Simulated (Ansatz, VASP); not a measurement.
BeS in VASP and in Ansatz

```xyz
2
Lattice="0.0811 2.3984 2.3984 2.3984 0.0811 2.3984 2.3984 2.3984 0.0811" Properties=species:S:1:pos:R:3 pbc="T T T"
Be    0.0000    0.0000    0.0000
S     2.4390    2.4390    2.4390
```

Change from the starting cell: shear_111 strain +5.2%.

Alike in both runs: task single point; functional r2SCAN; k mesh 10 × 10 × 10; no spin polarisation.

```csv
,VASP,Ansatz
version,VASP 6.6.1,Ansatz 0.2.0
potentials or method,"VASP PAW PBE potentials, release 64 (Be, S)","plane waves, PAW"
plane-wave cutoff (eV),520,500
occupations,"gaussian, width 0.01 eV",fixed
valence electrons in the cell,8,8
```

VASP gave:

* gap on the k mesh at the Fermi level (eV): 1.08
* pressure (GPa): -5.2
* traceless stress, the component that is largest in VASP (GPa): -4.02

Task: Which values does Ansatz return?

Result: gap on the k mesh at the Fermi level (eV): 1.09; pressure (GPa): -5.0; traceless stress, the component that is largest in VASP (GPa): -4.03.

VASP's potentials were made for PBE, not for r2SCAN.
